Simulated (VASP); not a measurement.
# Ga8P8H (a cell with a defect) in VASP: further runs

Runs on Ga8P8H (a cell with a defect). Level: PBE. Tasks: single point.

Program: VASP 6.6.1. These are calculated values, not measurements. Logs are shortened: lines on timing, memory, paths and dates and some standing lists are left out, and cuts for length are marked.

## Step 1: The cell of the first run

The cell holds a defect, 17 atoms: a = 7.785 Å, b = 7.785 Å, c = 7.785 Å, α = 60.00°, β = 60.00°, γ = 60.00°.

## Step 2: Single point, PBE

File INCAR:

```
SYSTEM = Ga8P8H
ALGO = Normal
EDIFF = 1E-6
ENCUT = 520
GGA = PE
ISIF = 2
ISMEAR = 0
LASPH = .TRUE.
LCHARG = .FALSE.
LREAL = Auto
LWAVE = .FALSE.
NBANDS = 86
NELM = 100
PREC = Accurate
SIGMA = 0.02
```

File KPOINTS:

```
k-points
0
G
  2 2 2
  0 0 0
```

File POSCAR:

```
Ga8P8H
1.0
    0.0000000000      5.5051169748     -5.5051169748
    5.5051169748      5.5051169748      0.0000000000
    5.5051169748      0.0000000000     -5.5051169748
Ga P H
8 8 1
Direct
    0.4997512337      0.4998159008      0.0003605736
    0.4886206801      0.0088504931     -0.0002136194
    0.9850074076      0.5158077500      0.0133321418
    1.0028504436      0.0087622116     -0.0002577602
    0.4966187844      0.4958994536      0.5072761420
    0.4997218974      0.0011962507      0.4994901130
    1.0004201591      0.4960041744      0.5069405451
    1.0125434256     -0.0067155703      0.4817601537
    0.3747708740      0.3748202826      0.3758166283
    0.3826793345      0.8710422543      0.3710069213
    0.8693903366      0.3709507917      0.3902978828
    0.8754201813      0.8711296276      0.3709260874
    0.3625395263      0.3841543258      0.8796050151
    0.3751190046      0.8754144593      0.8744408197
    0.8733953378      0.3840674975      0.8792546139
    0.8623061093      0.9188471422      0.8565178581
    0.8049012437      0.1574457916      0.7339280016
```

Potentials or basis: VASP PAW PBE potentials, release 64 (Ga_d, P, H).

On the command line:

```console
> cat potpaw_PBE.64/Ga_d/POTCAR potpaw_PBE.64/P/POTCAR potpaw_PBE.64/H/POTCAR > POTCAR
> mpirun -np 1 vasp_std > vasp.out
```

OUTCAR:

```text
SYSTEM = Ga8P8H
   EDIFF = 1E-6
   ENCUT = 520
   GGA = PE
   ISIF = 2
   ISMEAR = 0
   LASPH = .TRUE.
   LREAL = Auto
   NELM = 100
   PREC = Accurate

 ion  position               nearest neighbor table
   1  0.500  0.500  0.000-  13 2.38  15 2.38   9 2.39  14 2.39
   2  0.489  0.009  1.000-  10 2.36  14 2.37  13 2.39  16 2.39
   3  0.985  0.516  0.013-  11 2.40  15 2.40  13 2.40  16 2.57
   4  0.003  0.009  1.000-  12 2.36  14 2.37  15 2.39  16 2.39
   5  0.497  0.496  0.507-  13 2.37  11 2.37   9 2.38  10 2.39
   6  0.500  0.001  0.499-   9 2.38  14 2.38  10 2.39  12 2.39
   7  0.000  0.496  0.507-  15 2.37  11 2.37   9 2.38  12 2.39
   8  0.013  0.993  0.482-  12 2.35  10 2.36  16 2.41  11 2.41
   9  0.375  0.375  0.376-   6 2.38   7 2.38   5 2.38   1 2.39
  10  0.383  0.871  0.371-   8 2.36   2 2.36   5 2.39   6 2.39
  11  0.869  0.371  0.390-   7 2.37   5 2.37   3 2.40   8 2.41
  12  0.875  0.871  0.371-   8 2.35   4 2.36   7 2.39   6 2.39
  13  0.363  0.384  0.880-   5 2.37   1 2.38   2 2.39   3 2.40
  14  0.375  0.875  0.874-   4 2.37   2 2.37   6 2.38   1 2.39
  15  0.873  0.384  0.879-   7 2.37   1 2.38   4 2.39   3 2.40
  16  0.862  0.919  0.857-  17 1.54   2 2.39   4 2.39   8 2.41   3 2.57
  17  0.805  0.157  0.734-  16 1.54

  LATTYP: Found a face centered cubic cell.
 ALAT       =    11.0102339496

  Lattice vectors:

 A1 = (   0.0000000000,   5.5051169748,  -5.5051169748)
 A2 = (   5.5051169748,   5.5051169748,   0.0000000000)
 A3 = (   5.5051169748,   0.0000000000,  -5.5051169748)

Analysis of symmetry for initial positions (statically):
=====================================================================
 Subroutine PRICEL returns:
 Original cell was already a primitive cell.

 Routine SETGRP: Setting up the symmetry group for a
 face centered cubic supercell.

 Subroutine GETGRP returns: Found  1 space group operations
 (whereof  1 operations were pure point group operations)
 out of a pool of 48 trial point group operations.

The static configuration has the point symmetry C_1 .

Analysis of symmetry for dynamics (positions and initial velocities):
=====================================================================
 Subroutine PRICEL returns:
 Original cell was already a primitive cell.

 Routine SETGRP: Setting up the symmetry group for a
 face centered cubic supercell.

 Subroutine GETGRP returns: Found  1 space group operations
 (whereof  1 operations were pure point group operations)
 out of a pool of 48 trial point group operations.

The dynamic configuration has the point symmetry C_1 .

 Subroutine INISYM returns: Found  1 space group operations
 (whereof  1 operations are pure point group operations),
 and found     1 'primitive' translations

----------------------------------------------------------------------------------------

                                     Primitive cell

  volume of cell :     333.6796

  direct lattice vectors                    reciprocal lattice vectors
     0.000000000  5.505116975 -5.505116975    -0.090824591  0.090824591 -0.090824591
     5.505116975  5.505116975  0.000000000     0.090824591  0.090824591  0.090824591
     5.505116975  0.000000000 -5.505116975     0.090824591 -0.090824591 -0.090824591

  length of vectors
     7.785411088  7.785411088  7.785411088     0.157312807  0.157312807  0.157312807

  position of ions in fractional coordinates (direct lattice)
     0.499751234  0.499815901  0.000360574
     0.488620680  0.008850493  0.999786381
     0.985007408  0.515807750  0.013332142
     0.002850444  0.008762212  0.999742240
     0.496618784  0.495899454  0.507276142
     0.499721897  0.001196251  0.499490113
[... 9 lines left out ...]
     0.862306109  0.918847142  0.856517858
     0.804901244  0.157445792  0.733928002

  ion indices of the primitive-cell ions
   primitive index   ion index
                 1           1
                 2           2
                 3           3
                 4           4
                 5           5
                 6           6
[... 9 lines left out ...]
                16          16
                17          17

----------------------------------------------------------------------------------------

 KPOINTS: k-points

Automatic generation of k-mesh.
 Grid dimensions read from file:
 generate k-points for:    2    2    2

 Generating k-lattice:

  Cartesian coordinates                     Fractional coordinates (reciprocal lattice)
    -0.045412296  0.045412296 -0.045412296     0.500000000  0.000000000  0.000000000
     0.045412296  0.045412296  0.045412296     0.000000000  0.500000000  0.000000000
     0.045412296 -0.045412296 -0.045412296     0.000000000  0.000000000  0.500000000

  Length of vectors
     0.078656403  0.078656403  0.078656403

  Shift w.r.t. Gamma in fractional coordinates (k-lattice)
     0.000000000  0.000000000  0.000000000

 Subroutine IBZKPT returns following result:
 ===========================================

 Found      8 irreducible k-points:

 Following reciprocal coordinates:
            Coordinates               Weight
  0.000000  0.000000  0.000000      1.000000
  0.500000  0.000000  0.000000      1.000000
  0.000000  0.500000  0.000000      1.000000
  0.000000  0.000000  0.500000      1.000000
  0.500000  0.500000  0.500000      1.000000
  0.500000  0.500000  0.000000      1.000000
  0.000000  0.500000  0.500000      1.000000
  0.500000  0.000000  0.500000      1.000000
   k-points           NKPTS =      8   k-points in BZ     NKDIM =      8   number of bands    NBANDS=     86
   number of dos      NEDOS =    301   number of ions     NIONS =     17
   total plane-waves  NPLWV = 216000
   dimension x,y,z NGX =    60 NGY =   60 NGZ =   60
   dimension x,y,z NGXF=   120 NGYF=  120 NGZF=  120
   ions per type =               8   8   1
   NGX,Y,Z   is equivalent  to a cutoff of  12.81, 12.81, 12.81 a.u.
   NGXF,Y,Z  is equivalent  to a cutoff of  25.62, 25.62, 25.62 a.u.
 SYSTEM =  Ga8P8H
   PREC   = accura    normal or accurate (medium, high low for compatibility)
   ISTART =      0    job   : 0-new  1-cont  2-samecut
   ICHARG =      2    charge: 1-file 2-atom 10-const
   ISPIN  =      1    spin polarized calculation?
   LNONCOLLINEAR =      F non collinear calculations
   LSORBIT =      F    spin-orbit coupling
   LASPH  =      T    aspherical Exc in radial PAW
   ENCUT  =  520.0 eV  38.22 Ry    6.18 a.u.  14.48 14.48 14.48*2*pi/ulx,y,z
   NELM   =    100;   NELMIN=  2; NELMDL= -5     # of ELM steps
   EDIFF  = 0.1E-05   stopping-criterion for ELM
   LREAL  =      T    real-space projection
   EDIFFG = 0.1E-04   stopping-criterion for IOM
   NSW    =      0    number of steps for IOM
   IBRION =     -1    ionic relax: 0-MD 1-quasi-New 2-CG
   NFREE  =      0    steps in history (QN), initial steepest desc. (CG)
   ISIF   =      2    stress and relaxation
   ISYM   =      2    0-nonsym 1-usesym 2-fastsym
   POTIM  = 0.5000    time-step for ionic-motion
   TEBEG  =    0.0;   TEEND  =   0.0 temperature during run
   PSTRESS=    0.0 pullay stress
   NELECT =     145.0000    total number of electrons
   NUPDOWN=      -1.0000    fix difference up-down
   EMIN   =  10.00;   EMAX   =-10.00  energy-range for DOS
   EFERMI =   0.00;   METHOD = LEGACY
   ISMEAR =     0;   SIGMA  =   0.02  broadening in eV -4-tet -1-fermi 0-gaus
   EFERMI_NEDOS =   21; number of points for ismear=-14 and -15
   IALGO  =     38    algorithm
   IMIX   =      4    mixing-type and parameters
     AMIX     =   0.40;   BMIX     =  1.00
     AMIX_MAG =   1.60;   BMIX_MAG =  1.00
  volume/ion in A,a.u.               =      19.63       132.46
  Fermi-wavevector in a.u.,A,eV,Ry     =   1.239998  2.343256 20.920247  1.537595
  Thomas-Fermi vector in A             =   2.374457
   LORBIT       =      0    0 simple, 1 ext, 2 COOP (PROOUT), +10 PAW based schemes
   GGA     = PE    functional components
   LHFCALC =     F    Hartree Fock is set to
   AEXX    =    0.0000 exact exchange contribution
   IVDW    =     0    specifies the selected vdW correction
   LEPSILON=     F    determine dielectric tensor
   LRPA    =     F    only Hartree local field effects (RPA)
 non-spin polarized calculation
 Gauss-broadening in eV      SIGMA  =   0.02
  energy-cutoff  :      520.00
  volume of cell :      333.68
 maximum number of plane-waves:      9089
 NGX is ok and might be reduce to    60
   NGX = 29   NGY = 29   NGZ = 29

 number of electron     145.0000009 magnetization

 Free energy of the ion-electron system (eV)
  ---------------------------------------------------
  ext. energy  EPLUGINS =         0.00000000
  ---------------------------------------------------
  free energy    TOTEN  =       -73.61321177 eV

  energy without entropy =      -73.61277308  energy(sigma->0) =      -73.61299242

 E-fermi :   5.1492     XC(G=0):  -9.7355

 val. band max:        5.1208318540   @ k =   0.5000   0.5000   0.5000
 cond. band min:       5.1766671491   @ k =   0.0000   0.5000   0.5000
 fundamental gap:      0.0558352952
 Fermi energy:         5.1491723205

 k-point     1 :       0.0000    0.0000    0.0000
  band No.  band energies     occupation
      1     -10.2416      2.00000
      2     -10.2371      2.00000
      3     -10.2313      2.00000
      4     -10.1969      2.00000
      5     -10.1814      2.00000
      6     -10.1717      2.00000
[... 76 lines left out ...]
     83       6.3745      0.00000
     84       8.0103      0.00000

 k-point     2 :       0.5000    0.0000    0.0000
  band No.  band energies     occupation
      1     -10.2297      2.00000
      2     -10.2242      2.00000
      3     -10.2224      2.00000
      4     -10.1920      2.00000
      5     -10.1856      2.00000
      6     -10.1700      2.00000
[... 76 lines left out ...]
     83       9.0773      0.00000
     84       9.1187      0.00000

 k-point     3 :       0.0000    0.5000    0.0000
  band No.  band energies     occupation
      1     -10.2332      2.00000
      2     -10.2243      2.00000
      3     -10.2212      2.00000
      4     -10.1999      2.00000
      5     -10.1750      2.00000
      6     -10.1651      2.00000
[... 76 lines left out ...]
     83       9.0082      0.00000
     84       9.0263      0.00000

 k-point     4 :       0.0000    0.0000    0.5000
  band No.  band energies     occupation
      1     -10.2339      2.00000
      2     -10.2279      2.00000
      3     -10.2171      2.00000
      4     -10.1905      2.00000
      5     -10.1821      2.00000
      6     -10.1667      2.00000
[... 76 lines left out ...]
     83       9.0472      0.00000
     84       9.0949      0.00000

 k-point     5 :       0.5000    0.5000    0.5000
  band No.  band energies     occupation
      1     -10.2296      2.00000
      2     -10.2242      2.00000
      3     -10.2224      2.00000
      4     -10.1920      2.00000
      5     -10.1856      2.00000
      6     -10.1700      2.00000
[... 76 lines left out ...]
     83       9.0790      0.00000
     84       9.1196      0.00000

 k-point     6 :       0.5000    0.5000    0.0000
  band No.  band energies     occupation
      1     -10.2262      2.00000
      2     -10.2229      2.00000
      3     -10.2164      2.00000
      4     -10.1919      2.00000
      5     -10.1818      2.00000
      6     -10.1670      2.00000
[... 76 lines left out ...]
     83       9.1415      0.00000
     84       9.2082      0.00000

 k-point     7 :       0.0000    0.5000    0.5000
  band No.  band energies     occupation
      1     -10.2301      2.00000
      2     -10.2208      2.00000
      3     -10.2165      2.00000
      4     -10.1884      2.00000
      5     -10.1771      2.00000
      6     -10.1699      2.00000
[... 76 lines left out ...]
     83       9.0679      0.00000
     84       9.2397      0.00000

 k-point     8 :       0.5000    0.0000    0.5000
  band No.  band energies     occupation
      1     -10.2263      2.00000
      2     -10.2229      2.00000
      3     -10.2164      2.00000
      4     -10.1919      2.00000
      5     -10.1818      2.00000
      6     -10.1670      2.00000
[... 76 lines left out ...]
     83       9.1423      0.00000
     84       9.2088      0.00000
 [bands above 84 left out]

------------------------ aborting loop because EDIFF is reached ----------------------------------------

  FORCE on cell =-STRESS in cart. coord.  units (eV):
  Direction    XX          YY          ZZ          XY          YZ          ZX
  --------------------------------------------------------------------------------------
  -------------------------------------------------------------------------------------
  Total        3.2509623      3.0413800      3.0492411     -1.0021739     -0.3504290     -1.0212542
  in kB       15.6096390     14.6033203     14.6410661     -4.8119825     -1.6826004     -4.9035973
  external PRESSURE =      14.9513418 kB  Pullay stress =       0.0000000 kB

 VOLUME and BASIS-vectors are now :
 -----------------------------------------------------------------------------
  energy-cutoff  :      520.00
  volume of cell :      333.68
      direct lattice vectors                 reciprocal lattice vectors
     0.000000000  5.505116975 -5.505116975    -0.090824591  0.090824591 -0.090824591
     5.505116975  5.505116975  0.000000000     0.090824591  0.090824591  0.090824591
     5.505116975  0.000000000 -5.505116975     0.090824591 -0.090824591 -0.090824591

 POSITION                                       TOTAL-FORCE (eV/Angst)
 -----------------------------------------------------------------------------------
      2.75353      5.50273     -2.75317         0.000042     -0.001196     -0.000871
      5.55266      2.73864     -8.19385         0.002763     -0.017422     -0.004426
      2.91298      8.26216     -5.49598        -0.061372      0.008021      0.004091
      5.55193      0.06393     -5.51939         0.002961     -0.004540     -0.018023
      5.52260      5.46393     -5.52656        -0.016246      0.018560     -0.001006
      2.75634      2.75761     -5.50078        -0.001961      0.004571      0.004309
[... 9 lines left out ...]
      9.77359      9.80546     -9.46233         0.020467      0.026995      0.025442
      4.90712      5.29783     -8.47143         0.108676     -0.125376     -0.121099
 -----------------------------------------------------------------------------------
    total drift:                                0.008792      0.001759      0.005017

  FREE ENERGIE OF THE ION-ELECTRON SYSTEM (eV)
  ---------------------------------------------------
  free  energy   TOTEN  =       -73.6132117656 eV

  energy  without entropy=      -73.6127730813  energy(sigma->0) =      -73.61299242
```

Wall time 4.3 min (1 thread of Intel Xeon 6975P-C (Granite Rapids), shared host); peak memory 0.55 GiB.

Results:

```
Free energy            : -73.6132 eV
Pressure               : 1.5 GPa
Largest force          : 0.205 eV/Å
Band gap on the k mesh : zero (an odd number of electrons rules out a gap without spin polarisation)
```

Forces on the atoms (eV/Å):
```
Ga   0.000 -0.001 -0.001
Ga   0.003 -0.017 -0.004
Ga  -0.061  0.008  0.004
Ga   0.003 -0.005 -0.018
Ga  -0.016  0.019 -0.001
Ga  -0.002  0.005  0.004
Ga  -0.016 -0.003  0.019
Ga   0.019  0.018  0.018
P    0.001 -0.001 -0.001
P    0.013 -0.007  0.011
P   -0.036  0.052  0.053
P    0.013  0.009 -0.007
P   -0.023  0.021 -0.002
P   -0.003  0.003  0.002
P   -0.022 -0.002  0.019
P    0.020  0.027  0.025
H    0.109 -0.125 -0.121
```

Levels at points of the mesh, in eV from the Fermi level:
```csv
k point,band 70,band 71,band 72,band 73,band 74,band 75
"(0.00, 0.00, 0.00)",-1.08,-0.78,-0.78,-0.19,0.75,0.80
"(0.50, 0.00, 0.00)",-1.43,-1.39,-1.35,-0.04,1.26,1.37
"(0.00, 0.50, 0.00)",-1.45,-1.32,-1.31,-0.14,1.30,1.39
"(0.00, 0.00, 0.50)",-1.44,-1.37,-1.33,0.45,1.29,1.37
"(0.50, 0.50, 0.50)",-1.43,-1.39,-1.35,-0.03,1.26,1.37
"(0.50, 0.50, 0.00)",-1.95,-1.91,-1.81,0.52,1.43,1.82
"(0.00, 0.50, 0.50)",-1.97,-1.90,-1.83,0.03,1.43,1.85
"(0.50, 0.00, 0.50)",-1.95,-1.91,-1.81,0.52,1.43,1.82
```

Caveat: the k points lie up to 0.49 Å⁻¹ apart, too coarse for converged energies and pressures of a metal.

## Step 3: Single point, PBE

File INCAR:

```
SYSTEM = Ga8P8H
  ALGO = Normal
  EDIFF = 1E-6
  ENCUT = 520
  GGA = PE
  ISIF = 2
  ISMEAR = 0
  LASPH = .TRUE.
  LCHARG = .FALSE.
  LREAL = Auto
  LWAVE = .FALSE.
  NBANDS = 86
  NELM = 100
  PREC = Accurate
  SIGMA = 0.02
```

KPOINTS is that of step 2.

File POSCAR:

```
Ga8P8H
1.0
    0.0000000000      5.5051169748     -5.5051169748
    5.5051169748      5.5051169748      0.0000000000
    5.5051169748      0.0000000000     -5.5051169748
Ga P H
8 8 1
Direct
    0.5074126513      0.4958933684      0.0010241381
    0.4843719965     -0.0069370915      0.0113044828
    1.0157978524      0.5178752810     -0.0167785717
    0.9992904829      0.0090802794      0.0031917578
    0.5073806811      0.4958920968      0.4956759343
    0.4991200936      0.0013077833      0.4998158100
    0.9988833162      0.4985366365      0.5012986123
    0.9993265402      0.0090207892      0.4884284044
    0.3745578903      0.3749101081      0.3752621442
    0.3715933756      0.8707713246      0.3823795225
    0.8795898474      0.3837386217      0.3616595268
    0.8738910585      0.8743199322      0.3758900146
    0.3946585531      0.3700229276      0.8676623080
    0.3715860189      0.8707832226      0.8752870324
    0.8796229076      0.3837756781      0.8750279099
    0.8590323369      0.9176180130      0.8616809637
    0.7243662611      0.1608837749      0.8072458806
```

Potentials or basis: VASP PAW PBE potentials, release 64 (Ga_d, P, H).

On the command line:

```console
> cat potpaw_PBE.64/Ga_d/POTCAR potpaw_PBE.64/P/POTCAR potpaw_PBE.64/H/POTCAR > POTCAR
> mpirun -np 1 vasp_std > vasp.out
```

It took 5 min on 1 thread of Intel Xeon 6975P-C (Granite Rapids), shared host; peak memory 0.55 GiB.

Results (log left out):

```
Free energy            : -73.5931 eV
Pressure               : 1.4 GPa
Largest force          : 0.012 eV/Å
Band gap on the k mesh : zero (an odd number of electrons rules out a gap without spin polarisation)
```

Forces on the atoms (eV/Å):
```
Ga  -0.001 -0.001  0.000
Ga  -0.001 -0.007  0.000
Ga   0.001 -0.002  0.003
Ga  -0.001  0.000  0.002
Ga   0.000 -0.001 -0.002
Ga  -0.001  0.003  0.000
Ga   0.000 -0.002  0.000
Ga   0.004  0.001 -0.001
P    0.000 -0.003  0.001
P   -0.001  0.003  0.003
P   -0.001  0.000  0.001
P    0.000 -0.003  0.001
P   -0.001  0.002 -0.001
P    0.004  0.003 -0.001
P    0.001  0.000 -0.001
P    0.003  0.008  0.005
H   -0.007 -0.002 -0.009
```

Stress tensor (GPa, compression positive):
```
 1.41 -0.27 -0.02
-0.27  1.27 -0.27
-0.02 -0.27  1.41
```

Levels at points of the mesh, in eV from the Fermi level:
```csv
k point,band 68,band 69,band 70,band 71,band 72,band 73,band 74,band 75,band 76,band 77
"(0.00, 0.00, 0.00)",-1.69,-1.69,-1.01,-0.71,-0.70,-0.19,0.83,0.86,0.90,0.93
"(0.50, 0.00, 0.00)",-2.56,-1.55,-1.37,-1.28,-1.27,0.53,1.37,1.44,1.64,1.71
"(0.00, 0.50, 0.00)",-2.52,-1.44,-1.39,-1.24,-1.24,0.01,1.38,1.47,1.71,1.76
"(0.00, 0.00, 0.50)",-2.51,-1.56,-1.35,-1.32,-1.28,-0.06,1.33,1.43,1.70,1.74
"(0.50, 0.50, 0.50)",-2.51,-1.56,-1.35,-1.32,-1.28,-0.06,1.33,1.43,1.70,1.74
"(0.50, 0.50, 0.00)",-2.25,-1.92,-1.91,-1.82,-1.75,-0.01,1.50,1.93,2.34,2.37
"(0.00, 0.50, 0.50)",-2.24,-1.95,-1.87,-1.82,-1.75,0.63,1.49,1.90,2.33,2.38
"(0.50, 0.00, 0.50)",-2.24,-1.95,-1.87,-1.82,-1.75,0.63,1.49,1.90,2.33,2.38
```

Caveat: the k points lie up to 0.49 Å⁻¹ apart, too coarse for converged energies and pressures of a metal.
